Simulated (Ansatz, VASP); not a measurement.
## ZnSe: VASP beside Ansatz

File INCAR:

```
PREC = Accurate
ENCUT = 520
EDIFF = 1E-7
ISMEAR = 0
SIGMA = 0.02
LREAL = F
LASPH = T
NELM = 60
ALGO = Normal
ISIF = 2
LWAVE = F
LCHARG = T
GGA = PE
LELF = T
LVHAR = T
NBANDS = 16
```

KPOINTS

```
Automatic mesh
0
Gamma
  8 8 8
```

Contents of POSCAR:

```
ZnSe
1.0
    0.0000000000      2.8369694703      2.8369694703
    2.8369694703      0.0000000000      2.8369694703
    2.8369694703      2.8369694703      0.0000000000
Zn Se
1 1
Direct
    0.0000000000      0.0000000000      0.0000000000
    0.2500000000      0.2500000000      0.2500000000
```

Input for Ansatz:

```yaml
crystal:
  lattice:
    - [0.0, 2.8369694752, 2.8369694752]
    - [2.8369694752, 0.0, 2.8369694752]
    - [2.8369694752, 2.8369694752, 0.0]
  atoms:
    - { symbol: Zn, position: [0.0, 0.0, 0.0] }
    - { symbol: Se, position: [0.25, 0.25, 0.25] }
basis:
  ecutwfc: 420
kpoints:
  mp_grid: { grid: [8, 8, 8] }
hamiltonian:
  xc: pbe
scf:
  occupations: { method: gaussian, width: 0.02 }
output:
  forces: true
  stress: true
  eigenvalues: true
```

Alike in both runs: task single point; functional PBE; k mesh 8 × 8 × 8; occupations gaussian, width 0.02 eV; no spin polarisation.

|  | VASP | Ansatz |
| --- | --- | --- |
| version | VASP 6.6.1 | Ansatz 0.2.0 |
| potentials or method | VASP PAW PBE potentials, release 64 (Zn, Se), cutoff 520 eV | scalar-relativistic, plane waves, PAW |
| valence electrons in the cell | 18 | 28 |

```csv
,VASP,Ansatz,Ansatz less VASP
gap on the k mesh at the Fermi level (eV),1.28,1.27,-0.002
least direct gap on the mesh (eV),1.28,1.27,-0.002
pressure (GPa),2.1,1.9,-0.23
```

VASP's potentials hold 18 valence electrons a cell and Ansatz's 28, so a difference there can come from the potentials and not from the codes.
